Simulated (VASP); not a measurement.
**CdAu2: single point with PBE**

The system is CdAu2.

```
Cd Au
1.0
     3.93343    0.00000    0.00000
    -1.96671    3.40645    0.00000
     0.00000    0.00000    4.24706
Cd Au
1 2
Direct
  0.00000 0.00000 0.00000
  0.33333 0.66667 0.50000
  0.66667 0.33333 0.50000
```

| Property | Result |
| --- | --- |
| Program | VASP 6.6.1 |
| Task | single point |
| Functional | PBE |
| Potentials or basis | VASP PAW PBE potentials, release 64 (Cd, Au) |
| Cutoff | 520 eV |
| k mesh | 6 × 6 × 4 |
| Occupations | gaussian, width 0.1 eV |
| Spin | no spin polarisation |
| Dipole correction | no |
| Further INCAR settings | ALGO = Fast; EDIFF = 1e-06; NBANDS = 24 |

```json
{
 "Pressure": "49.2 GPa",
 "Band gap on the k mesh": "zero (bands 17 and 18 overlap by 1.67 eV)"
}
```

Stress tensor (GPa, compression positive):
```
72.25  0.00  0.00
 0.00 72.25  0.00
 0.00  0.00  2.95
```

Levels at points of the mesh, in eV from the Fermi level:
```tsv
k point	band 14	band 15	band 16	band 17	band 18	band 19	band 20	band 21
(0.00, 0.00, 0.00)	-3.43	-3.19	-3.19	-0.10	3.09	7.07	7.07	7.22
(0.50, 0.00, 0.00)	-4.16	-2.70	-2.41	-0.72	1.32	3.78	5.95	6.05
(0.00, 0.00, 0.50)	-5.42	-3.56	-3.56	-3.09	7.12	7.84	7.84	8.28
(0.50, 0.00, 0.50)	-3.46	-2.67	-2.44	-0.45	-0.14	-0.10	3.90	6.00
```

It took 16 s on 1 thread of Intel(R) Xeon(R) Platinum 8375C CPU @ 2.90GHz (Ice Lake), on a shared host, peak memory 0.18 GiB.

Caveat: the k points lie up to 0.37 Å⁻¹ apart, too coarse for converged energies and pressures of a metal; spin-orbit coupling is left out, which moves the levels of the heavy elements.
